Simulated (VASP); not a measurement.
# PbI2 (P-3m1) in VASP: settings compared

Aim: see how the results for PbI2 move with the level of theory and the settings. Levels: PBE, r2SCAN. Tasks: single point.

Program: VASP 6.6.1. These are calculated values, not measurements. Logs are shortened: lines on timing, memory, paths and dates and some standing lists are left out, and cuts for length are marked.

### Step 1. The cell of the first run

The structure is trigonal, space group P-3m1 (No. 164). The conventional cell has a = 4.564 Å, b = 4.564 Å, c = 7.048 Å, α = 90.00°, β = 90.00°, γ = 120.00°. Within 4.3 Å of Pb (site symmetry -3m) lie 6 I at 3.24 Å. I (site symmetry 3m) has 3 Pb at 3.24 Å and 3 I at 4.21 Å within 4.3 Å.

### Step 2. Single point, PBE

The input, INCAR:

```
PREC = Accurate ; ENCUT = 500
EDIFF = 1E-6 ; ISMEAR = 0
SIGMA = 0.01 ; LREAL = F
LASPH = T ; NELM = 120
ALGO = Normal ; ISIF = 2
LWAVE = F ; LCHARG = T
GGA = PE ; LELF = T
LVHAR = T ; NBANDS = 21
GGA_COMPAT = F
```

The input, KPOINTS:

```
Automatic mesh
0
Gamma
  6 6 4
```

The input, POSCAR:

```
PbI2
1.0
    4.5640817111      0.0000000000      0.0000000000
   -2.2820408555      3.9526107068      0.0000000000
    0.0000000000      0.0000000000      7.0475120395
Pb I
1 2
Direct
    0.0000000000      0.0000000000      0.0000000000
    0.3333333333      0.6666666667      0.2667068044
    0.6666666667      0.3333333333      0.7332931956
```

Potentials or basis: VASP PAW PBE potentials, release 64 (Pb_d, I).

Launch:

```console
> cat potpaw_PBE.64/Pb_d/POTCAR potpaw_PBE.64/I/POTCAR > POTCAR
> mpirun -np 1 vasp_std > vasp.out
```

OUTCAR:

```text
PREC = Accurate
   ENCUT = 500
   EDIFF = 1E-6
   ISMEAR = 0
   LREAL = F
   LASPH = T
   NELM = 120
   ISIF = 2
   GGA = PE

 ion  position               nearest neighbor table
   1  0.000  0.000  0.000-   2 3.24   3 3.24   3 3.24   2 3.24   3 3.24   2 3.24
   2  0.333  0.667  0.267-   1 3.24   1 3.24   1 3.24
   3  0.667  0.333  0.733-   1 3.24   1 3.24   1 3.24

  LATTYP: Found a hexagonal cell.
 ALAT       =     4.5640817111
 C/A-ratio  =     1.5441248614

  Lattice vectors:

 A1 = (   4.5640817111,   0.0000000000,   0.0000000000)
 A2 = (  -2.2820408555,   3.9526107068,   0.0000000000)
 A3 = (   0.0000000000,   0.0000000000,   7.0475120395)

Analysis of symmetry for initial positions (statically):
=====================================================================
 Subroutine PRICEL returns:
 Original cell was already a primitive cell.

 Routine SETGRP: Setting up the symmetry group for a
 hexagonal supercell.

 Subroutine GETGRP returns: Found 12 space group operations
 (whereof 12 operations were pure point group operations)
 out of a pool of 24 trial point group operations.

The static configuration has the point symmetry D_3d.

Analysis of symmetry for dynamics (positions and initial velocities):
=====================================================================
 Subroutine PRICEL returns:
 Original cell was already a primitive cell.

 Routine SETGRP: Setting up the symmetry group for a
 hexagonal supercell.

 Subroutine GETGRP returns: Found 12 space group operations
 (whereof 12 operations were pure point group operations)
 out of a pool of 24 trial point group operations.

The dynamic configuration has the point symmetry D_3d.

 Subroutine INISYM returns: Found 12 space group operations
 (whereof 12 operations are pure point group operations),
 and found     1 'primitive' translations

----------------------------------------------------------------------------------------

                                     Primitive cell

  volume of cell :     127.1374

  direct lattice vectors                    reciprocal lattice vectors
     4.564081711  0.000000000  0.000000000     0.219102125  0.126498671  0.000000000
    -2.282040856  3.952610707  0.000000000     0.000000000  0.252997341  0.000000000
     0.000000000  0.000000000  7.047512039     0.000000000  0.000000000  0.141894046

  length of vectors
     4.564081711  4.564081711  7.047512039     0.252997341  0.252997341  0.141894046

  position of ions in fractional coordinates (direct lattice)
     0.000000000  0.000000000  0.000000000
     0.333333333  0.666666667  0.266706804
     0.666666667  0.333333333  0.733293196

  ion indices of the primitive-cell ions
   primitive index   ion index
                 1           1
                 2           2
                 3           3

----------------------------------------------------------------------------------------

 KPOINTS: Automatic mesh

Automatic generation of k-mesh.
 Grid dimensions read from file:
 generate k-points for:    6    6    4

 Generating k-lattice:

  Cartesian coordinates                     Fractional coordinates (reciprocal lattice)
     0.036517021  0.021083112  0.000000000     0.166666667  0.000000000  0.000000000
     0.000000000  0.042166224  0.000000000     0.000000000  0.166666667  0.000000000
     0.000000000  0.000000000  0.035473512     0.000000000  0.000000000  0.250000000

  Length of vectors
     0.042166224  0.042166224  0.035473512

  Shift w.r.t. Gamma in fractional coordinates (k-lattice)
     0.000000000  0.000000000  0.000000000

 Subroutine IBZKPT returns following result:
 ===========================================

 Found     24 irreducible k-points:

 Following reciprocal coordinates:
            Coordinates               Weight
  0.000000  0.000000  0.000000      1.000000
  0.166667  0.000000  0.000000      6.000000
  0.333333  0.000000  0.000000      6.000000
  0.500000  0.000000  0.000000      3.000000
  0.166667  0.166667  0.000000      6.000000
  0.333333  0.166667  0.000000     12.000000
[... 16 lines left out ...]
  0.333333  0.166667  0.500000     12.000000
  0.333333  0.333333  0.500000      2.000000
   k-points           NKPTS =     24   k-points in BZ     NKDIM =     24   number of bands    NBANDS=     21
   number of dos      NEDOS =    301   number of ions     NIONS =      3
   total plane-waves  NPLWV =  69984
   dimension x,y,z NGX =    36 NGY =   36 NGZ =   54
   dimension x,y,z NGXF=    72 NGYF=   72 NGZF=  108
   ions per type =               1   2
   NGX,Y,Z   is equivalent  to a cutoff of  13.11, 13.11, 12.74 a.u.
   NGXF,Y,Z  is equivalent  to a cutoff of  26.23, 26.23, 25.48 a.u.
 SYSTEM =  unknown system
   PREC   = accura    normal or accurate (medium, high low for compatibility)
   ISTART =      0    job   : 0-new  1-cont  2-samecut
   ICHARG =      2    charge: 1-file 2-atom 10-const
   ISPIN  =      1    spin polarized calculation?
   LNONCOLLINEAR =      F non collinear calculations
   LSORBIT =      F    spin-orbit coupling
   LASPH  =      T    aspherical Exc in radial PAW
   ENCUT  =  500.0 eV  36.75 Ry    6.06 a.u.   8.32  8.32 12.85*2*pi/ulx,y,z
   NELM   =    120;   NELMIN=  2; NELMDL= -5     # of ELM steps
   EDIFF  = 0.1E-05   stopping-criterion for ELM
   LREAL  =      F    real-space projection
   EDIFFG = 0.1E-04   stopping-criterion for IOM
   NSW    =      0    number of steps for IOM
   IBRION =     -1    ionic relax: 0-MD 1-quasi-New 2-CG
   NFREE  =      0    steps in history (QN), initial steepest desc. (CG)
   ISIF   =      2    stress and relaxation
   ISYM   =      2    0-nonsym 1-usesym 2-fastsym
   POTIM  = 0.5000    time-step for ionic-motion
   TEBEG  =    0.0;   TEEND  =   0.0 temperature during run
   PSTRESS=    0.0 pullay stress
   NELECT =      28.0000    total number of electrons
   NUPDOWN=      -1.0000    fix difference up-down
   EMIN   =  10.00;   EMAX   =-10.00  energy-range for DOS
   EFERMI =   0.00;   METHOD = LEGACY
   ISMEAR =     0;   SIGMA  =   0.01  broadening in eV -4-tet -1-fermi 0-gaus
   EFERMI_NEDOS =   21; number of points for ismear=-14 and -15
   IALGO  =     38    algorithm
   IMIX   =      4    mixing-type and parameters
     AMIX     =   0.40;   BMIX     =  1.00
     AMIX_MAG =   1.60;   BMIX_MAG =  1.00
  volume/ion in A,a.u.               =      42.38       285.99
  Fermi-wavevector in a.u.,A,eV,Ry     =   0.988636  1.868251 13.298349  0.977401
  Thomas-Fermi vector in A             =   2.120177
   LORBIT       =      0    0 simple, 1 ext, 2 COOP (PROOUT), +10 PAW based schemes
   GGA     = PE    functional components
   LHFCALC =     F    Hartree Fock is set to
   AEXX    =    0.0000 exact exchange contribution
   IVDW    =     0    specifies the selected vdW correction
   LEPSILON=     F    determine dielectric tensor
   LRPA    =     F    only Hartree local field effects (RPA)
 non-spin polarized calculation
 Gauss-broadening in eV      SIGMA  =   0.01
  energy-cutoff  :      500.00
  volume of cell :      127.14
 maximum number of plane-waves:      3251
 NGX is ok and might be reduce to    36
   NGX = 17   NGY = 17   NGZ = 25

 number of electron      27.9999999 magnetization

 Free energy of the ion-electron system (eV)
  ---------------------------------------------------
  ext. energy  EPLUGINS =         0.00000000
  ---------------------------------------------------
  free energy    TOTEN  =        -8.57054463 eV

  energy without entropy =       -8.57054463  energy(sigma->0) =       -8.57054463

 E-fermi :   2.6711     XC(G=0):  -8.0743

 val. band max:        2.5560521370   @ k =   0.0000   0.0000   0.5000
 cond. band min:       4.7861124677   @ k =   0.0000   0.0000   0.5000
 fundamental gap:      2.2300603306
 Fermi energy:         2.6710975801

 k-point     1 :       0.0000    0.0000    0.0000
  band No.  band energies     occupation
      1     -13.5889      2.00000
      2     -13.5889      2.00000
      3     -13.5753      2.00000
      4     -13.5686      2.00000
      5     -13.5686      2.00000
      6      -9.5971      2.00000
[... 13 lines left out ...]
     20      10.3812      0.00000
     21      10.4610      0.00000

 k-point     2 :       0.1667    0.0000    0.0000
  band No.  band energies     occupation
      1     -13.5976      2.00000
      2     -13.5855      2.00000
      3     -13.5731      2.00000
      4     -13.5701      2.00000
      5     -13.5675      2.00000
      6      -9.4768      2.00000
[... 13 lines left out ...]
     20       9.9375      0.00000
     21      10.5602      0.00000

 k-point     3 :       0.3333    0.0000    0.0000
  band No.  band energies     occupation
      1     -13.6167      2.00000
      2     -13.5821      2.00000
      3     -13.5757      2.00000
      4     -13.5641      2.00000
      5     -13.5618      2.00000
      6      -9.1827      2.00000
[... 13 lines left out ...]
     20      10.8038      0.00000
     21      11.3586      0.00000

 k-point     4 :       0.5000    0.0000    0.0000
  band No.  band energies     occupation
      1     -13.6265      2.00000
      2     -13.5817      2.00000
      3     -13.5774      2.00000
      4     -13.5605      2.00000
      5     -13.5577      2.00000
      6      -8.9679      2.00000
[... 13 lines left out ...]
     20      11.5449      0.00000
     21      12.2926      0.00000

 k-point     5 :       0.1667    0.1667    0.0000
  band No.  band energies     occupation
      1     -13.6085      2.00000
      2     -13.5860      2.00000
      3     -13.5721      2.00000
      4     -13.5698      2.00000
      5     -13.5625      2.00000
      6      -9.2672      2.00000
[... 13 lines left out ...]
     20      10.5330      0.00000
     21      11.2152      0.00000

 k-point     6 :       0.3333    0.1667    0.0000
  band No.  band energies     occupation
      1     -13.6183      2.00000
      2     -13.5889      2.00000
      3     -13.5735      2.00000
      4     -13.5639      2.00000
      5     -13.5593      2.00000
      6      -8.9841      2.00000
[... 13 lines left out ...]
     20      10.8105      0.00000
     21      11.9855      0.00000

 k-point     7 :       0.3333    0.3333    0.0000
  band No.  band energies     occupation
      1     -13.6055      2.00000
      2     -13.6055      2.00000
      3     -13.5662      2.00000
      4     -13.5662      2.00000
      5     -13.5625      2.00000
      6      -8.8088      2.00000
[... 13 lines left out ...]
     20       9.7503      0.00000
     21      11.6456      0.00000
[... 291 lines left out ...]
      1     -13.6170      2.00000
      2     -13.5821      2.00000
      3     -13.5758      2.00000
      4     -13.5640      2.00000
      5     -13.5618      2.00000
      6      -9.0653      2.00000
[... 13 lines left out ...]
     20      10.3920      0.00000
     21      10.5736      0.00000

 k-point    21 :       0.5000    0.0000    0.5000
  band No.  band energies     occupation
      1     -13.6268      2.00000
      2     -13.5817      2.00000
      3     -13.5774      2.00000
      4     -13.5605      2.00000
      5     -13.5577      2.00000
      6      -8.8968      2.00000
[... 13 lines left out ...]
     20      10.7180      0.00000
     21      11.4210      0.00000

 k-point    22 :       0.1667    0.1667    0.5000
  band No.  band energies     occupation
      1     -13.6087      2.00000
      2     -13.5860      2.00000
      3     -13.5721      2.00000
      4     -13.5698      2.00000
      5     -13.5625      2.00000
      6      -9.1364      2.00000
[... 13 lines left out ...]
     20      10.1890      0.00000
     21      10.4127      0.00000

 k-point    23 :       0.3333    0.1667    0.5000
  band No.  band energies     occupation
      1     -13.6186      2.00000
      2     -13.5889      2.00000
      3     -13.5735      2.00000
      4     -13.5639      2.00000
      5     -13.5593      2.00000
      6      -8.9101      2.00000
[... 13 lines left out ...]
     20      10.6740      0.00000
     21      10.8146      0.00000

 k-point    24 :       0.3333    0.3333    0.5000
  band No.  band energies     occupation
      1     -13.6056      2.00000
      2     -13.6056      2.00000
      3     -13.5662      2.00000
      4     -13.5662      2.00000
      5     -13.5625      2.00000
      6      -8.8056      2.00000
[... 13 lines left out ...]
     20      10.2750      0.00000
     21      10.6953      0.00000

------------------------ aborting loop because EDIFF is reached ----------------------------------------

  FORCE on cell =-STRESS in cart. coord.  units (eV):
  Direction    XX          YY          ZZ          XY          YZ          ZX
  --------------------------------------------------------------------------------------
  -------------------------------------------------------------------------------------
  Total        1.0002569      1.0002569      0.9546261      0.0000000     -0.0000000      0.0000000
  in kB       12.6051746     12.6051746     12.0301381      0.0000000     -0.0000000      0.0000000
  external PRESSURE =      12.4134958 kB  Pullay stress =       0.0000000 kB

 VOLUME and BASIS-vectors are now :
 -----------------------------------------------------------------------------
  energy-cutoff  :      500.00
  volume of cell :      127.14
      direct lattice vectors                 reciprocal lattice vectors
     4.564081711  0.000000000  0.000000000     0.219102125  0.126498671  0.000000000
    -2.282040856  3.952610707  0.000000000     0.000000000  0.252997341  0.000000000
     0.000000000  0.000000000  7.047512039     0.000000000  0.000000000  0.141894046

 POSITION                                       TOTAL-FORCE (eV/Angst)
 -----------------------------------------------------------------------------------
      0.00000      0.00000      0.00000         0.000000      0.000000      0.000000
     -0.00000      2.63507      1.87962        -0.000000      0.000000      0.046036
      2.28204      1.31754      5.16789         0.000000     -0.000000     -0.046036
 -----------------------------------------------------------------------------------
    total drift:                                0.000000      0.000000     -0.000000

  FREE ENERGIE OF THE ION-ELECTRON SYSTEM (eV)
  ---------------------------------------------------
  free  energy   TOTEN  =        -8.5705446337 eV

  energy  without entropy=       -8.5705446337  energy(sigma->0) =       -8.57054463
```

Run time: 55 s. Hardware: 1 thread of Intel Xeon Platinum 8488C (Sapphire Rapids), shared host; peak memory 0.26 GiB.

What came out:

* Free energy: -8.5705 eV
* Pressure: 1.2 GPa
* Largest force: 0.046 eV/Å
* Band gap on the k mesh: 2.23 eV

Forces in eV/Å, atoms in the order of the input:
```
Pb   0.000  0.000  0.000
I    0.000  0.000  0.046
I    0.000  0.000 -0.046
```

Levels at points of the mesh, in eV from the valence-band top:
```csv
k point,band 10,band 11,band 12,band 13,band 14,band 15,band 16,band 17,band 18,band 19
"(0.00, 0.00, 0.00)",-0.98,-0.98,-0.90,-0.90,-0.74,2.49,3.34,3.34,6.38,7.39
"(0.50, 0.00, 0.00)",-2.37,-2.02,-1.57,-0.76,-0.39,2.84,3.64,4.61,5.08,8.04
"(0.00, 0.00, 0.50)",-1.11,-1.11,-0.72,-0.72,0.00,2.23,3.17,3.17,6.37,7.34
"(0.50, 0.00, 0.50)",-1.81,-1.72,-1.33,-1.12,-0.69,3.17,3.68,4.07,5.78,7.52
```

Caveat: spin-orbit coupling is left out, which moves the levels of the heavy elements; this functional lacks dispersion, which binds the layers, so the pressure and a relaxed spacing across them are unreliable. A k mesh can miss the band edges.

### Step 3. Single point, r2SCAN

POSCAR is that of step 2.

The input, INCAR.step1:

```
SYSTEM = PbI2
PREC = Accurate
ENCUT = 550
ISMEAR = 0
SIGMA = 0.01
LREAL = .FALSE.
LASPH = .TRUE.
NELM = 120
NBANDS = 21
GGA = PE
ALGO = Normal
EDIFF = 1E-5
LWAVE = .TRUE.
LCHARG = .FALSE.
GGA_COMPAT = .FALSE.
```

The input, INCAR.step2:

```
SYSTEM = PbI2
PREC = Accurate
ENCUT = 550
EDIFF = 1E-6
ISMEAR = 0
SIGMA = 0.01
LREAL = .FALSE.
LASPH = .TRUE.
NELM = 120
ALGO = Normal
ISIF = 2
LWAVE = .FALSE.
LCHARG = .FALSE.
METAGGA = R2SCAN
LMIXTAU = .TRUE.
NBANDS = 21
ISTART = 1
GGA_COMPAT = .FALSE.
```

The input, KPOINTS:

```
Automatic mesh
0
G
  6 6 4
  0 0 0
```

Potentials or basis: VASP PAW PBE potentials, release 64 (Pb_d, I).

Launch:

```console
> cat potpaw_PBE.64/Pb_d/POTCAR potpaw_PBE.64/I/POTCAR > POTCAR
> cp INCAR.step1 INCAR
> mpirun -np 1 vasp_std > vasp.out
> cp INCAR.step2 INCAR
> mpirun -np 1 vasp_std > vasp.out
```

Run time: 3.4 min. Hardware: 1 thread of Intel Xeon Platinum 8488C (Sapphire Rapids), shared host; peak memory 0.3 GiB.

It converged, with:

```yaml
Free_energy: -107.6750 eV
Pressure: 0.7 GPa
Largest_force: 0.004 eV/Å
Band_gap_on_the_k_mesh: 2.62 eV
```

Forces in eV/Å, atoms in the order of the input:
```
Pb   0.000  0.000  0.000
I    0.000  0.000 -0.004
I    0.000  0.000  0.004
```

Levels at points of the mesh, in eV from the valence-band top:
| k point | band 12 | band 13 | band 14 | band 15 | band 16 | band 17 |
| --- | --- | --- | --- | --- | --- | --- |
| (0.00, 0.00, 0.00) | -0.97 | -0.97 | -0.78 | 2.85 | 3.65 | 3.65 |
| (0.50, 0.00, 0.00) | -1.64 | -0.84 | -0.42 | 3.22 | 3.97 | 4.99 |
| (0.00, 0.00, 0.50) | -0.79 | -0.79 | 0.00 | 2.62 | 3.47 | 3.47 |
| (0.50, 0.00, 0.50) | -1.38 | -1.20 | -0.74 | 3.53 | 4.03 | 4.41 |

Caveat: the PAW data sets were made with another functional, which shifts forces and pressure a little; spin-orbit coupling is left out, which moves the levels of the heavy elements. A k mesh can miss the band edges.
